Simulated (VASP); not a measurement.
# C (P-3m1) in VASP: single point with r2SCAN

Aim: the single point of C with r2SCAN.

All numbers are computed with VASP 6.6.1; they aren't measurements. Logs are shortened: lines on timing, memory, paths and dates and some standing lists are left out, and cuts for length are marked.

## (1) The cell of the first run

It takes space group P-3m1 (No. 164, trigonal). The conventional cell has a = 2.456 Å, b = 2.456 Å, c = 10.407 Å, α = 90.00°, β = 90.00°, γ = 120.00°. C (site symmetry 3m) has 3 C at 1.42 Å within 1.9 Å. Within 1.9 Å of C (site symmetry 3m) lie 3 C at 1.42 Å. Within 1.9 Å of C (site symmetry 3m) lie 3 C at 1.42 Å.

## (2) Single point, r2SCAN

File POSCAR:

```
C
1.0
   -2.4558330623      0.0000000000      0.0000000000
   -1.2279165312     -2.1268138194      0.0000000000
    0.0000000000      0.0000000000     10.4072328611
C
6
Direct
    0.6666666667      0.6666666667      0.1690273479
    1.0000000000      1.0000000000      0.8453027166
    0.3333333333      0.3333333333      0.5071650322
    0.6666666667      0.6666666667      0.8453518915
    1.0000000000      0.0000000000      0.5072142071
    0.3333333333      0.3333333333      0.1690765227
```

File INCAR.step1:

```
SYSTEM = C
PREC = Accurate
ENCUT = 520
ISMEAR = 0
SIGMA = 0.05
LREAL = .FALSE.
LASPH = .TRUE.
NELM = 100
NBANDS = 21
GGA = PE
ALGO = Normal
EDIFF = 1E-4
LWAVE = .TRUE.
LCHARG = .FALSE.
```

File INCAR.step2:

```
SYSTEM = C
PREC = Accurate
ENCUT = 520
EDIFF = 1E-7
ISMEAR = 0
SIGMA = 0.05
LREAL = .FALSE.
LASPH = .TRUE.
NELM = 100
ALGO = Normal
ISIF = 2
LWAVE = .FALSE.
LCHARG = .FALSE.
METAGGA = R2SCAN
LMIXTAU = .TRUE.
NBANDS = 21
ISTART = 1
```

File KPOINTS:

```
Automatic mesh
0
G
  15 15 3
  0 0 0
```

Potentials or basis: VASP PAW PBE potentials, release 64 (C).

On the command line:

```
$ cat potpaw_PBE.64/C/POTCAR > POTCAR
$ cp INCAR.step1 INCAR
$ mpirun -np 1 vasp_std > vasp.out
$ cp INCAR.step2 INCAR
$ mpirun -np 1 vasp_std > vasp.out
```

OUTCAR:

```text
SYSTEM = C
   PREC = Accurate
   ENCUT = 520
   EDIFF = 1E-7
   ISMEAR = 0
   LREAL = .FALSE.
   LASPH = .TRUE.
   NELM = 100
   ISIF = 2
   METAGGA = R2SCAN
   ISTART = 1

 ion  position               nearest neighbor table
   1  0.667  0.667  0.169-   6 1.42   6 1.42   6 1.42
   2  0.000  0.000  0.845-   4 1.42   4 1.42   4 1.42
   3  0.333  0.333  0.507-   5 1.42   5 1.42   5 1.42
   4  0.667  0.667  0.845-   2 1.42   2 1.42   2 1.42
   5  0.000  0.000  0.507-   3 1.42   3 1.42   3 1.42
   6  0.333  0.333  0.169-   1 1.42   1 1.42   1 1.42

  LATTYP: Found a hexagonal cell.
 ALAT       =     2.4558330623
 C/A-ratio  =     4.2377607097

  Lattice vectors:

 A1 = (   1.2279165312,   2.1268138194,   0.0000000000)
 A2 = (  -2.4558330623,   0.0000000000,   0.0000000000)
 A3 = (   0.0000000000,   0.0000000000,  10.4072328611)

Analysis of symmetry for initial positions (statically):
=====================================================================
 Subroutine PRICEL returns:
 Original cell was already a primitive cell.

 Routine SETGRP: Setting up the symmetry group for a
 hexagonal supercell.

 Subroutine GETGRP returns: Found 12 space group operations
 (whereof  6 operations were pure point group operations)
 out of a pool of 24 trial point group operations.

The static configuration has the point symmetry C_3v.
 The point group associated with its full space group is D_3d.

Analysis of symmetry for dynamics (positions and initial velocities):
=====================================================================
 Subroutine PRICEL returns:
 Original cell was already a primitive cell.

 Routine SETGRP: Setting up the symmetry group for a
 hexagonal supercell.

 Subroutine GETGRP returns: Found 12 space group operations
 (whereof  6 operations were pure point group operations)
 out of a pool of 24 trial point group operations.

The dynamic configuration has the point symmetry C_3v.
 The point group associated with its full space group is D_3d.

 Subroutine INISYM returns: Found 12 space group operations
 (whereof  6 operations are pure point group operations),
 and found     1 'primitive' translations

----------------------------------------------------------------------------------------

                                     Primitive cell

  volume of cell :      54.3580

  direct lattice vectors                    reciprocal lattice vectors
    -2.455833062  0.000000000  0.000000000    -0.407193801  0.235093451  0.000000000
    -1.227916531 -2.126813819  0.000000000     0.000000000 -0.470186902  0.000000000
     0.000000000  0.000000000 10.407232861     0.000000000  0.000000000  0.096087021

  length of vectors
     2.455833062  2.455833062 10.407232861     0.470186902  0.470186902  0.096087021

  position of ions in fractional coordinates (direct lattice)
     0.666666667  0.666666667  0.169027348
     0.000000000  0.000000000  0.845302717
     0.333333333  0.333333333  0.507165032
     0.666666667  0.666666667  0.845351892
     0.000000000  0.000000000  0.507214207
     0.333333333  0.333333333  0.169076523

  ion indices of the primitive-cell ions
   primitive index   ion index
                 1           1
                 2           2
                 3           3
                 4           4
                 5           5
                 6           6

----------------------------------------------------------------------------------------

 KPOINTS: Automatic mesh

Automatic generation of k-mesh.
 Grid dimensions read from file:
 generate k-points for:   15   15    3

 Generating k-lattice:

  Cartesian coordinates                     Fractional coordinates (reciprocal lattice)
    -0.027146253  0.015672897  0.000000000     0.066666667  0.000000000  0.000000000
     0.000000000 -0.031345793  0.000000000     0.000000000  0.066666667  0.000000000
     0.000000000  0.000000000  0.032029007     0.000000000  0.000000000  0.333333333

  Length of vectors
     0.031345793  0.031345793  0.032029007

  Shift w.r.t. Gamma in fractional coordinates (k-lattice)
     0.000000000  0.000000000  0.000000000

 Subroutine IBZKPT returns following result:
 ===========================================

 Found     73 irreducible k-points:

 Following reciprocal coordinates:
            Coordinates               Weight
  0.000000  0.000000  0.000000      1.000000
  0.066667 -0.000000  0.000000      6.000000
  0.133333  0.000000  0.000000      6.000000
  0.200000 -0.000000  0.000000      6.000000
  0.266667  0.000000  0.000000      6.000000
  0.333333 -0.000000  0.000000      6.000000
[... 16 lines left out ...]
 -0.466667  0.200000  0.000000     12.000000
 -0.400000  0.200000  0.000000      6.000000
 [... further k-points ...]
   k-points           NKPTS =     73   k-points in BZ     NKDIM =     73   number of bands    NBANDS=     21
   number of dos      NEDOS =    301   number of ions     NIONS =      6
   total plane-waves  NPLWV =  25920
   dimension x,y,z NGX =    18 NGY =   18 NGZ =   80
   dimension x,y,z NGXF=    36 NGYF=   36 NGZF=  160
   ions per type =               6
   NGX,Y,Z   is equivalent  to a cutoff of  12.18, 12.18, 12.78 a.u.
   NGXF,Y,Z  is equivalent  to a cutoff of  24.37, 24.37, 25.56 a.u.
 SYSTEM =  C
   PREC   = accura    normal or accurate (medium, high low for compatibility)
   ISTART =      1    job   : 0-new  1-cont  2-samecut
   ICHARG =      0    charge: 1-file 2-atom 10-const
   ISPIN  =      1    spin polarized calculation?
   LNONCOLLINEAR =      F non collinear calculations
   LSORBIT =      F    spin-orbit coupling
   LASPH  =      T    aspherical Exc in radial PAW
   ENCUT  =  520.0 eV  38.22 Ry    6.18 a.u.   4.57  4.57 19.35*2*pi/ulx,y,z
   NELM   =    100;   NELMIN=  2; NELMDL=  0     # of ELM steps
   EDIFF  = 0.1E-06   stopping-criterion for ELM
   LREAL  =      F    real-space projection
   EDIFFG = 0.1E-05   stopping-criterion for IOM
   NSW    =      0    number of steps for IOM
   IBRION =     -1    ionic relax: 0-MD 1-quasi-New 2-CG
   NFREE  =      0    steps in history (QN), initial steepest desc. (CG)
   ISIF   =      2    stress and relaxation
   ISYM   =      2    0-nonsym 1-usesym 2-fastsym
   POTIM  = 0.5000    time-step for ionic-motion
   TEBEG  =    0.0;   TEEND  =   0.0 temperature during run
   PSTRESS=    0.0 pullay stress
   NELECT =      24.0000    total number of electrons
   NUPDOWN=      -1.0000    fix difference up-down
   EMIN   =  10.00;   EMAX   =-10.00  energy-range for DOS
   EFERMI =   0.00;   METHOD = LEGACY
   ISMEAR =     0;   SIGMA  =   0.05  broadening in eV -4-tet -1-fermi 0-gaus
   EFERMI_NEDOS =   21; number of points for ismear=-14 and -15
   IALGO  =     38    algorithm
   IMIX   =      4    mixing-type and parameters
     AMIX     =   0.40;   BMIX     =  1.00
     AMIX_MAG =   1.60;   BMIX_MAG =  1.00
  volume/ion in A,a.u.               =       9.06        61.14
  Fermi-wavevector in a.u.,A,eV,Ry     =   1.246591  2.355716 21.143312  1.553990
  Thomas-Fermi vector in A             =   2.380762
   LORBIT       =      0    0 simple, 1 ext, 2 COOP (PROOUT), +10 PAW based schemes
   METAGGA = R2SCAN    functional components
   LHFCALC =     F    Hartree Fock is set to
   AEXX    =    0.0000 exact exchange contribution
   IVDW    =     0    specifies the selected vdW correction
   LEPSILON=     F    determine dielectric tensor
   LRPA    =     F    only Hartree local field effects (RPA)
 non-spin polarized calculation
 Gauss-broadening in eV      SIGMA  =   0.05
  energy-cutoff  :      520.00
  volume of cell :       54.36
 maximum number of plane-waves:      1488
   NGX =  9   NGY =  9   NGZ = 39

 number of electron      23.9999993 magnetization

 Free energy of the ion-electron system (eV)
  ---------------------------------------------------
  ext. energy  EPLUGINS =         0.00000000
  ---------------------------------------------------
  free energy    TOTEN  =       -59.62479946 eV

  energy without entropy =      -59.62479946  energy(sigma->0) =      -59.62479946

 E-fermi :   4.3749     XC(G=0): -10.9039

 val. band max:        4.1456833614   @ k =  -0.3333   0.3333   0.0000
 cond. band min:       4.6637048554   @ k =  -0.3333   0.3333   0.0000
 fundamental gap:      0.5180214941
 Fermi energy:         4.3748697421

 k-point     1 :       0.0000    0.0000    0.0000
  band No.  band energies     occupation
      1     -16.5532      2.00000
      2     -16.3947      2.00000
      3     -16.3676      2.00000
      4      -4.2051      2.00000
      5      -4.0828      2.00000
      6      -2.8097      2.00000
[... 13 lines left out ...]
     20      13.1596      0.00000
     21      13.1596      0.00000

 k-point     2 :       0.0667   -0.0000    0.0000
  band No.  band energies     occupation
      1     -16.4407      2.00000
      2     -16.2832      2.00000
      3     -16.2563      2.00000
      4      -4.0703      2.00000
      5      -3.9482      2.00000
      6      -2.6804      2.00000
[... 13 lines left out ...]
     20      13.6177      0.00000
     21      13.6435      0.00000

 k-point     3 :       0.1333    0.0000    0.0000
  band No.  band energies     occupation
      1     -16.1041      2.00000
      2     -15.9497      2.00000
      3     -15.9232      2.00000
      4      -3.6677      2.00000
      5      -3.5465      2.00000
      6      -2.2950      2.00000
[... 13 lines left out ...]
     20      14.9509      0.00000
     21      14.9746      0.00000
[... 457 lines left out ...]
 k-point    23 :      -0.4667    0.2000    0.0000
  band No.  band energies     occupation
      1     -11.2895      2.00000
      2     -11.1819      2.00000
      3     -11.1623      2.00000
      4      -8.0933      2.00000
      5      -8.0206      2.00000
      6      -8.0049      2.00000
[... 13 lines left out ...]
     20      16.2593      0.00000
     21      16.5636      0.00000

 k-point    24 :      -0.4000    0.2000    0.0000
  band No.  band energies     occupation
      1     -10.2832      2.00000
      2     -10.2719      2.00000
      3     -10.2139      2.00000
      4      -9.1253      2.00000
      5      -9.1184      2.00000
      6      -9.0866      2.00000
[... 13 lines left out ...]
     20      16.5709      0.00000
     21      16.6107      0.00000

 [... further k-points ...]
[... 5 lines left out ...]
  --------------------------------------------------------------------------------------
  -------------------------------------------------------------------------------------
  Total        0.3509564      0.3509564      0.0933593      0.0000000      0.0000000      0.0000000
  in kB       10.3442761     10.3442761      2.7517230      0.0000000      0.0000000      0.0000000
  external PRESSURE =       7.8134251 kB  Pullay stress =       0.0000000 kB

 VOLUME and BASIS-vectors are now :
 -----------------------------------------------------------------------------
  energy-cutoff  :      520.00
  volume of cell :       54.36
      direct lattice vectors                 reciprocal lattice vectors
    -2.455833062  0.000000000  0.000000000    -0.407193801  0.235093451  0.000000000
    -1.227916531 -2.126813819  0.000000000     0.000000000 -0.470186902  0.000000000
     0.000000000  0.000000000 10.407232861     0.000000000  0.000000000  0.096087021

 POSITION                                       TOTAL-FORCE (eV/Angst)
 -----------------------------------------------------------------------------------
     -2.45583     -1.41788      1.75911        -0.000000      0.000000      0.019004
      0.00000      0.00000      8.79726        -0.000000     -0.000000     -0.023511
     -1.22792     -0.70894      5.27818         0.000000      0.000000      0.000013
     -2.45583     -1.41788      8.79777         0.000000      0.000000     -0.019004
      0.00000      0.00000      5.27870        -0.000000     -0.000000     -0.000013
     -1.22792     -0.70894      1.75962         0.000000      0.000000      0.023511
 -----------------------------------------------------------------------------------
    total drift:                               -0.000000     -0.000000      0.000031

  FREE ENERGIE OF THE ION-ELECTRON SYSTEM (eV)
  ---------------------------------------------------
  free  energy   TOTEN  =       -59.6247994640 eV

  energy  without entropy=      -59.6247994640  energy(sigma->0) =      -59.62479946
```

Wall time 1.9 min (1 thread of Intel Xeon 6975P-C (Granite Rapids), shared host); peak memory 0.19 GiB.

Results:

```
Free energy            : -59.6248 eV
Pressure               : 0.8 GPa
Largest force          : 0.024 eV/Å
Band gap on the k mesh : 0.52 eV
```

Forces in eV/Å, atoms in the order of the input:
```
C    0.000  0.000  0.019
C    0.000  0.000 -0.024
C    0.000  0.000  0.000
C    0.000  0.000 -0.019
C    0.000  0.000  0.000
C    0.000  0.000  0.024
```

Stress tensor (GPa, compression positive):
```
1.03 0.00 0.00
0.00 1.03 0.00
0.00 0.00 0.28
```

Caveat: the PAW data sets were made with another functional, which shifts forces and pressure a little. A k mesh can miss the band edges.
